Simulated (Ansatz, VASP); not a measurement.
Two plane-wave programs on BN

The input INCAR:

```
PREC = Accurate
ENCUT = 520
EDIFF = 1E-6
ISMEAR = 0
SIGMA = 0.05
LREAL = F
LASPH = T
NELM = 100
ALGO = Normal
ISIF = 2
LWAVE = F
LCHARG = F
GGA = PE
NBANDS = 11
```

The input KPOINTS:

```
Automatic mesh
0
Gamma
  12 12 12
```

POSCAR

```
BN
1.0
    0.0000000000      1.8716676855      1.8047128392
    1.8047128392      0.0000000000      1.8047128392
    1.8047128392      1.8716676855      0.0000000000
B N
1 1
Direct
    0.0000000000      0.0000000000      0.0000000000
    0.7500000000      0.7500000000      0.7500000000
```

Input for Ansatz:

```yaml
crystal:
  lattice:
    - [0.0, 1.8716676855, 1.8047128392]
    - [1.8047128392, 0.0, 1.8047128392]
    - [1.8047128392, 1.8716676855, 0.0]
  atoms:
    - { symbol: B, position: [0.0, 0.0, 0.0] }
    - { symbol: "N", position: [0.75, 0.75, 0.75] }
basis:
  ecutwfc: 520.0
kpoints:
  mp_grid: { grid: [12, 12, 12] }
hamiltonian:
  xc: pbe
scf:
  occupations: { method: gaussian, width: 0.05 }
output:
  forces: true
  stress: true
  eigenvalues: true
  write_density: true
  write_potential: true
  elf: true
  volumetric_format: npy
```

Alike in both runs: task single point; functional PBE; k mesh 12 × 12 × 12; occupations gaussian, width 0.05 eV; no spin polarisation.

|  | VASP | Ansatz |
| --- | --- | --- |
| version | VASP 6.6.1 | Ansatz 0.2.0 |
| potentials or method | VASP PAW PBE potentials, release 64 (B, N), cutoff 520 eV | scalar-relativistic, plane waves, PAW |
| valence electrons in the cell | 8 | 8 |

Ansatz gave:

- gap on the k mesh at the Fermi level (eV): 4.12
- least direct gap on the mesh (eV): 8.48
- pressure (GPa): -8.4
- traceless stress, the component that is largest in VASP (GPa): -15.22

Task: Estimate VASP's values.

Result: gap on the k mesh at the Fermi level (eV): 4.11; least direct gap on the mesh (eV): 8.47; pressure (GPa): -8.3; traceless stress, the component that is largest in VASP (GPa): -15.23.
